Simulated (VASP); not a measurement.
# Ba (Im-3m) in VASP: notebook

The runs below take Ba through electric field gradients, with PBEsol.

All numbers are computed with VASP 6.6.1; they aren't measurements. Logs are shortened: lines on timing, memory, paths and dates and some standing lists are left out, and cuts for length are marked.

### 1 The cell of the first run

It takes space group Im-3m (No. 229, cubic). Conventional cell: a = 5.000 Å, b = 5.000 Å, c = 5.000 Å, α = 90.00°, β = 90.00°, γ = 90.00°. Ba (site symmetry m-3m) has 14 Ba at 4.33 to 5.00 Å within 5.7 Å.

### 2 Electric field gradients, PBEsol

INCAR reads:

```
PREC     = Accurate       # precision mode
ENCUT    = 520            # plane-wave cutoff, eV
EDIFF    = 1E-8           # SCF threshold, eV
ISMEAR   = -1             # smearing method
SIGMA    = 0.05           # smearing width, eV
LREAL    = F              # projectors in reciprocal space
LASPH    = T              # aspherical terms in the spheres
NELM     = 60             # most SCF steps
ALGO     = Normal         # electronic algorithm
ISIF     = 2              # what is computed and relaxed
LWAVE    = F              # write WAVECAR
LCHARG   = F              # write CHGCAR
GGA      = PS             # functional
LEFG     = T            
NBANDS   = 11             # bands
```

KPOINTS reads:

```
regular mesh
0
Gamma
  10 10 10
```

POSCAR reads:

```
Ba
1.0
   -2.5000000000      2.5000000000      2.5000000000
    2.5000000000     -2.5000000000      2.5000000000
    2.5000000000      2.5000000000     -2.5000000000
Ba
1
Direct
    0.0000000000      0.0000000000      0.0000000000
```

Potentials or basis: VASP PAW PBE potentials, release 64 (Ba_sv).

Launch:

```console
$ cat potpaw_PBE.64/Ba_sv/POTCAR > POTCAR
$ mpirun -np 1 vasp_std > vasp.out
```

OUTCAR:

```text
PREC = Accurate
   ENCUT = 520
   EDIFF = 1E-8
   ISMEAR = -1
   LREAL = F
   LASPH = T
   NELM = 60
   ISIF = 2
   GGA = PS

 ion  position               nearest neighbor table
   1  0.000  0.000  0.000-

  LATTYP: Found a body centered cubic cell.
 ALAT       =     5.0000000000

  Lattice vectors:

 A1 = (  -2.5000000000,   2.5000000000,   2.5000000000)
 A2 = (   2.5000000000,  -2.5000000000,   2.5000000000)
 A3 = (   2.5000000000,   2.5000000000,  -2.5000000000)

Analysis of symmetry for initial positions (statically):
=====================================================================
 Subroutine PRICEL returns:
 Original cell was already a primitive cell.

 Routine SETGRP: Setting up the symmetry group for a
 body centered cubic supercell.

 Subroutine GETGRP returns: Found 48 space group operations
 (whereof 48 operations were pure point group operations)
 out of a pool of 48 trial point group operations.

The static configuration has the point symmetry O_h .

Analysis of symmetry for dynamics (positions and initial velocities):
=====================================================================
 Subroutine PRICEL returns:
 Original cell was already a primitive cell.

 Routine SETGRP: Setting up the symmetry group for a
 body centered cubic supercell.

 Subroutine GETGRP returns: Found 48 space group operations
 (whereof 48 operations were pure point group operations)
 out of a pool of 48 trial point group operations.

The dynamic configuration has the point symmetry O_h .

 Subroutine INISYM returns: Found 48 space group operations
 (whereof 48 operations are pure point group operations),
 and found     1 'primitive' translations

----------------------------------------------------------------------------------------

                                     Primitive cell

  volume of cell :      62.5000

  direct lattice vectors                    reciprocal lattice vectors
    -2.500000000  2.500000000  2.500000000     0.000000000  0.200000000  0.200000000
     2.500000000 -2.500000000  2.500000000     0.200000000  0.000000000  0.200000000
     2.500000000  2.500000000 -2.500000000     0.200000000  0.200000000  0.000000000

  length of vectors
     4.330127019  4.330127019  4.330127019     0.282842712  0.282842712  0.282842712

  position of ions in fractional coordinates (direct lattice)
     0.000000000  0.000000000  0.000000000

  ion indices of the primitive-cell ions
   primitive index   ion index
                 1           1

----------------------------------------------------------------------------------------

 KPOINTS: regular mesh

Automatic generation of k-mesh.
 Grid dimensions read from file:
 generate k-points for:   10   10   10

 Generating k-lattice:

  Cartesian coordinates                     Fractional coordinates (reciprocal lattice)
     0.000000000  0.020000000  0.020000000     0.100000000  0.000000000  0.000000000
     0.020000000  0.000000000  0.020000000     0.000000000  0.100000000  0.000000000
     0.020000000  0.020000000  0.000000000     0.000000000  0.000000000  0.100000000

  Length of vectors
     0.028284271  0.028284271  0.028284271

  Shift w.r.t. Gamma in fractional coordinates (k-lattice)
     0.000000000  0.000000000  0.000000000

 Subroutine IBZKPT returns following result:
 ===========================================

 Found     47 irreducible k-points:

 Following reciprocal coordinates:
            Coordinates               Weight
  0.000000  0.000000  0.000000      1.000000
  0.100000  0.000000  0.000000     12.000000
  0.200000  0.000000  0.000000     12.000000
  0.300000  0.000000  0.000000     12.000000
  0.400000  0.000000  0.000000     12.000000
  0.500000  0.000000  0.000000      6.000000
[... 16 lines left out ...]
  0.300000  0.300000  0.100000      8.000000
 -0.300000  0.300000  0.100000     24.000000
 [... further k-points ...]
   k-points           NKPTS =     47   k-points in BZ     NKDIM =     47   number of bands    NBANDS=     11
   number of dos      NEDOS =    301   number of ions     NIONS =      1
   total plane-waves  NPLWV =  32768
   dimension x,y,z NGX =    32 NGY =   32 NGZ =   32
   dimension x,y,z NGXF=    64 NGYF=   64 NGZF=   64
   ions per type =               1
   NGX,Y,Z   is equivalent  to a cutoff of  12.29, 12.29, 12.29 a.u.
   NGXF,Y,Z  is equivalent  to a cutoff of  24.57, 24.57, 24.57 a.u.
 SYSTEM =  unknown system
   PREC   = accura    normal or accurate (medium, high low for compatibility)
   ISTART =      0    job   : 0-new  1-cont  2-samecut
   ICHARG =      2    charge: 1-file 2-atom 10-const
   ISPIN  =      1    spin polarized calculation?
   LNONCOLLINEAR =      F non collinear calculations
   LSORBIT =      F    spin-orbit coupling
   LASPH  =      T    aspherical Exc in radial PAW
   ENCUT  =  520.0 eV  38.22 Ry    6.18 a.u.   8.05  8.05  8.05*2*pi/ulx,y,z
   NELM   =     60;   NELMIN=  2; NELMDL= -5     # of ELM steps
   EDIFF  = 0.1E-07   stopping-criterion for ELM
   LREAL  =      F    real-space projection
   EDIFFG = 0.1E-06   stopping-criterion for IOM
   NSW    =      0    number of steps for IOM
   IBRION =     -1    ionic relax: 0-MD 1-quasi-New 2-CG
   NFREE  =      0    steps in history (QN), initial steepest desc. (CG)
   ISIF   =      2    stress and relaxation
   ISYM   =      2    0-nonsym 1-usesym 2-fastsym
   POTIM  = 0.5000    time-step for ionic-motion
   TEBEG  =    0.0;   TEEND  =   0.0 temperature during run
   PSTRESS=    0.0 pullay stress
   NELECT =      10.0000    total number of electrons
   NUPDOWN=      -1.0000    fix difference up-down
   EMIN   =  10.00;   EMAX   =-10.00  energy-range for DOS
   EFERMI =   0.00;   METHOD = LEGACY
   ISMEAR =    -1;   SIGMA  =   0.05  broadening in eV -4-tet -1-fermi 0-gaus
   EFERMI_NEDOS =   21; number of points for ismear=-14 and -15
   IALGO  =     38    algorithm
   IMIX   =      4    mixing-type and parameters
     AMIX     =   0.40;   BMIX     =  1.00
     AMIX_MAG =   1.60;   BMIX_MAG =  1.00
  volume/ion in A,a.u.               =      62.50       421.77
  Fermi-wavevector in a.u.,A,eV,Ry     =   0.888754  1.679501 10.747016  0.789883
  Thomas-Fermi vector in A             =   2.010225
   LORBIT       =      0    0 simple, 1 ext, 2 COOP (PROOUT), +10 PAW based schemes
   GGA     = PS    functional components
   LHFCALC =     F    Hartree Fock is set to
   AEXX    =    0.0000 exact exchange contribution
   IVDW    =     0    specifies the selected vdW correction
   LEPSILON=     F    determine dielectric tensor
   LRPA    =     F    only Hartree local field effects (RPA)
 non-spin polarized calculation
  energy-cutoff  :      520.00
  volume of cell :       62.50
 maximum number of plane-waves:      1721
   NGX = 17   NGY = 17   NGZ = 17

 number of electron      10.0000000 magnetization

 number of electron       9.9999999 magnetization

 Free energy of the ion-electron system (eV)
  ---------------------------------------------------
  ext. energy  EPLUGINS =         0.00000000
  ---------------------------------------------------
  free energy    TOTEN  =        -2.14622216 eV

  energy without entropy =       -2.13512732  energy(sigma->0) =       -2.14067474

 E-fermi :   1.5481     XC(G=0):  -7.5322

 val. band max:        1.5365665988   @ k =  -0.4000   0.4000   0.3000
 cond. band min:       1.5628360138   @ k =  -0.4000  -0.4000   0.1000
 fundamental gap:      0.0262694150
 Fermi energy:         1.5481458897

 k-point     1 :       0.0000    0.0000    0.0000
  band No.  band energies     occupation
      1     -27.2818      2.00000
      2     -12.2082      2.00000
      3     -12.2082      2.00000
      4     -12.2082      2.00000
      5      -1.2109      2.00000
      6       3.3824      0.00000
      7       3.3824      0.00000
      8       3.3824      0.00000
      9       4.8284      0.00000
     10       4.8284      0.00000
     11       8.5243      0.00000

 k-point     2 :       0.1000    0.0000    0.0000
  band No.  band energies     occupation
      1     -27.2775      2.00000
      2     -12.2572      2.00000
      3     -12.2233      2.00000
      4     -12.2085      2.00000
      5      -1.0223      2.00000
      6       3.2309      0.00000
      7       3.2949      0.00000
      8       3.5757      0.00000
      9       4.6006      0.00000
     10       4.8167      0.00000
     11       8.7353      0.00000

 k-point     3 :       0.2000    0.0000    0.0000
  band No.  band energies     occupation
      1     -27.2662      2.00000
      2     -12.3819      2.00000
      3     -12.2623      2.00000
      4     -12.2093      2.00000
      5      -0.5127      2.00000
      6       2.8933      0.00000
      7       2.9347      0.00000
      8       4.1417      0.00000
      9       4.4942      0.00000
     10       4.8357      0.00000
     11       9.0254      0.00000

 k-point     4 :       0.3000    0.0000    0.0000
  band No.  band energies     occupation
      1     -27.2522      2.00000
      2     -12.5293      2.00000
      3     -12.3097      2.00000
      4     -12.2103      2.00000
      5       0.1277      2.00000
      6       2.5529      0.00000
      7       2.5753      0.00000
      8       4.6834      0.00000
      9       4.9678      0.00000
     10       5.0340      0.00000
     11       8.4753      0.00000
[... 239 lines left out ...]
 k-point    22 :      -0.2000    0.2000    0.1000
  band No.  band energies     occupation
      1     -27.2623      2.00000
      2     -12.3826      2.00000
      3     -12.2783      2.00000
      4     -12.2468      2.00000
      5      -0.3425      2.00000
      6       2.9750      0.00000
      7       3.0414      0.00000
      8       3.8198      0.00000
      9       4.0703      0.00000
     10       5.2673      0.00000
     11       9.2432      0.00000

 k-point    23 :       0.3000    0.3000    0.1000
  band No.  band energies     occupation
      1     -27.2332      2.00000
      2     -12.5127      2.00000
      3     -12.5127      2.00000
      4     -12.3113      2.00000
      5       1.7140      0.07000
      6       2.1544      0.00001
      7       2.1544      0.00001
      8       5.3353      0.00000
      9       5.3353      0.00000
     10       5.8146      0.00000
     11       8.1943      0.00000

 k-point    24 :      -0.3000    0.3000    0.1000
  band No.  band energies     occupation
      1     -27.2486      2.00000
      2     -12.5225      2.00000
      3     -12.3265      2.00000
      4     -12.2461      2.00000
      5       0.2890      2.00000
      6       2.5050      0.00000
      7       2.7264      0.00000
      8       4.0642      0.00000
      9       4.9580      0.00000
     10       5.3451      0.00000
     11       8.3323      0.00000

 [... further k-points ...]

------------------------ aborting loop because EDIFF is reached ----------------------------------------

  FORCE on cell =-STRESS in cart. coord.  units (eV):
  Direction    XX          YY          ZZ          XY          YZ          ZX
  --------------------------------------------------------------------------------------
  -------------------------------------------------------------------------------------
  Total       -0.2128475     -0.2128475     -0.2128475      0.0000000      0.0000000      0.0000000
  in kB       -5.4563105     -5.4563105     -5.4563105      0.0000000      0.0000000      0.0000000
  external PRESSURE =      -5.4563105 kB  Pullay stress =       0.0000000 kB

 VOLUME and BASIS-vectors are now :
 -----------------------------------------------------------------------------
  energy-cutoff  :      520.00
  volume of cell :       62.50
      direct lattice vectors                 reciprocal lattice vectors
    -2.500000000  2.500000000  2.500000000     0.000000000  0.200000000  0.200000000
     2.500000000 -2.500000000  2.500000000     0.200000000  0.000000000  0.200000000
     2.500000000  2.500000000 -2.500000000     0.200000000  0.200000000  0.000000000

 POSITION                                       TOTAL-FORCE (eV/Angst)
 -----------------------------------------------------------------------------------
      0.00000      0.00000      0.00000        -0.000000      0.000000      0.000000
 -----------------------------------------------------------------------------------
    total drift:                               -0.000000      0.000000      0.000000

  FREE ENERGIE OF THE ION-ELECTRON SYSTEM (eV)
  ---------------------------------------------------
  free  energy   TOTEN  =        -2.1462221551 eV

  energy  without entropy=       -2.1351273170  energy(sigma->0) =       -2.14067474

 Electric field gradients (V/A^2)
---------------------------------------------------------------------
 ion       V_xx      V_yy      V_zz      V_xy      V_xz      V_yz
---------------------------------------------------------------------
   1      -0.000    -0.000    -0.000     0.000     0.000     0.000
---------------------------------------------------------------------

 Electric field gradients after diagonalization (V/A^2)
 (convention: |V_zz| > |V_xx| > |V_yy|)
----------------------------------------------------------------------
 ion       V_xx      V_yy      V_zz     asymmetry (V_yy - V_xx)/ V_zz
----------------------------------------------------------------------
   1      -0.000    -0.000     0.000       0.000
----------------------------------------------------------------------

           NMR quadrupolar parameters

 Cq : quadrupolar parameter    Cq=e*Q*V_zz/h
 eta: asymmetry parameters     (V_yy - V_xx)/ V_zz
 Q  : nuclear electric quadrupole moment in mb (millibarn)
----------------------------------------------------------------------
 ion       Cq(MHz)       eta       Q (mb)
----------------------------------------------------------------------
   1       0.000       0.000       1.000
----------------------------------------------------------------------
```

Wall time 26 s (1 thread of Intel Xeon 8259CL, shared host); peak memory 0.19 GiB.

Results:

- Free energy: -2.1462 eV
- Pressure: -0.5 GPa
- Band gap on the k mesh: zero (bands 5 and 6 overlap by 0.87 eV)
- Largest electric field gradient by atom: zero within the noise of the run

Levels at points of the mesh, in eV from the Fermi level:
```csv
k point,band 2,band 3,band 4,band 5,band 6,band 7,band 8,band 9
"(0.00, 0.00, 0.00)",-13.76,-13.76,-13.76,-2.76,1.83,1.83,1.83,3.28
"(0.50, 0.00, 0.00)",-14.23,-13.91,-13.76,-0.90,0.69,1.30,3.24,3.83
"(0.50, 0.50, 0.50)",-14.09,-14.09,-14.09,-0.53,-0.53,4.39,4.39,4.39
```

Caveat: the PAW data sets were made with another functional, which shifts forces and pressure a little; spin-orbit coupling is left out, which moves the levels of the heavy elements.

(Continued in part 2 of 2.)
